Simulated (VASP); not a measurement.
## FeO (Wuestite): single point with PBEsol

Crystal: FeO (Wuestite).

```xyz
2
Lattice="1.5188 0.8769 2.5196 -1.5188 0.8769 2.5196 0.0000 -1.7538 2.5196" Properties=species:S:1:pos:R:3 pbc="T T T"
Fe    0.0000    0.0000    0.0000
O     0.0000    0.0000    3.7794
```

```yaml
Program: VASP 6.6.1
Task: single point
Functional: PBEsol
Potentials_or_basis: VASP PAW PBE potentials, release 64 (Fe, O)
Cutoff: 520 eV
k_mesh: 11 × 11 × 11
Occupations: fermi-dirac, width 0.05 eV
Spin: no spin polarisation
```

| Item | Value |
| --- | --- |
| Pressure | -33.9 GPa |
| Band gap on the k mesh | zero (band 7 reaches 5.35 eV, above the bottom of band 8 at 4.41 eV) |

Stress tensor (GPa, compression positive):
```
-34.17   0.00   0.00
  0.00 -34.17   0.00
  0.00   0.00 -33.46
```

Levels at points of the mesh, in eV from the Fermi level:
```csv
k point,band 5,band 6,band 7,band 8,band 9,band 10
"(0.00, 0.00, 0.00)",-1.32,-1.24,-1.24,-0.89,-0.89,0.89
```

Wall time 14 s on 1 thread of Intel(R) Xeon(R) 6975P-C (Granite Rapids), with other jobs on the host, peak memory 0.17 GiB.

Caveat: the PAW data sets were made with another functional, which shifts forces and pressure a little; the run has no spin polarisation, though such a crystal can be magnetic; semilocal functionals often make such compounds metallic where correlation or magnetic order opens a gap, which also shifts bond lengths. With open d or f shells a metallic result of PBEsol can be an artefact of self-interaction; +U or a hybrid may open a gap.
